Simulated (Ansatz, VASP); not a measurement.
**GaN: VASP beside Ansatz**

POSCAR

```
GaN
1.0
    0.0000000000      2.1085152362      2.1085152362
    2.1085152362      0.0000000000      2.1085152362
    2.1085152362      2.1085152362      0.0000000000
Ga N
1 1
Direct
    0.0000000000      0.0000000000      0.0000000000
    0.5000000000      0.5000000000      0.5000000000
```

The input INCAR.step1:

```
SYSTEM = GaN
PREC = Accurate
ENCUT = 520
ISMEAR = 0
SIGMA = 0.01
LREAL = .False.
LASPH = .True.
NELM = 100
NBANDS = 16
GGA = PE
ALGO = Normal
EDIFF = 1E-4
LWAVE = .True.
LCHARG = .False.
```

The input INCAR.step2:

```
SYSTEM = GaN
PREC = Accurate
ENCUT = 520
EDIFF = 1E-6
ISMEAR = 0
SIGMA = 0.01
LREAL = .False.
LASPH = .True.
NELM = 100
ALGO = Normal
ISIF = 2
LWAVE = .False.
LCHARG = .False.
METAGGA = R2SCAN
LMIXTAU = .True.
NBANDS = 16
ISTART = 1
```

The input KPOINTS:

```
regular mesh
0
Gamma
  10 10 10
  0 0 0
```

Input for Ansatz:

```yaml
crystal:
  lattice:
    - [0.0, 2.1085152362, 2.1085152362]
    - [2.1085152362, 0.0, 2.1085152362]
    - [2.1085152362, 2.1085152362, 0.0]
  atoms:
    - { symbol: Ga, position: [0.0, 0.0, 0.0] }
    - { symbol: "N", position: [0.5, 0.5, 0.5] }
kpoints:
  mp_grid: { grid: [10, 10, 10] }
  band_path:
    path:
      - [0.0, 0.0, 0.0]
      - [0.5, 0.0, 0.5]
      - [0.625, 0.25, 0.625]
      - [0.375, 0.375, 0.75]
      - [0.5, 0.5, 0.5]
      - [0.5, 0.25, 0.75]
      - [0.0, 0.174479, -0.177083]
      - [0.0, 0.5, 0.5]
    npoints: 1
hamiltonian:
  xc: r2scan
scf:
  occupations: { method: fixed }
  n_extra_bands: 4
output:
  forces: true
  stress: true
  eigenvalues: true
  write_density: true
  write_potential: true
  elf: true
  volumetric_format: npy
```

Alike in both runs: task single point; functional r2SCAN; k mesh 10 × 10 × 10; no spin polarisation.

|  | VASP | Ansatz |
| --- | --- | --- |
| version | VASP 6.6.1 | Ansatz 0.2.0 |
| potentials or method | VASP PAW PBE potentials, release 64 (Ga_d, N) | plane waves, PAW |
| plane-wave cutoff (eV) | 520 | 500 |
| occupations | gaussian, width 0.01 eV | fixed |
| valence electrons in the cell | 18 | 18 |

|  | VASP | Ansatz | Ansatz less VASP |
| --- | --- | --- | --- |
| gap on the k mesh at the Fermi level (eV) | 1.18 | 1.20 | +0.023 |
| pressure (GPa) | 1.3 | 0.0 | -1.34 |

VASP's potentials were made for PBE, not for r2SCAN.
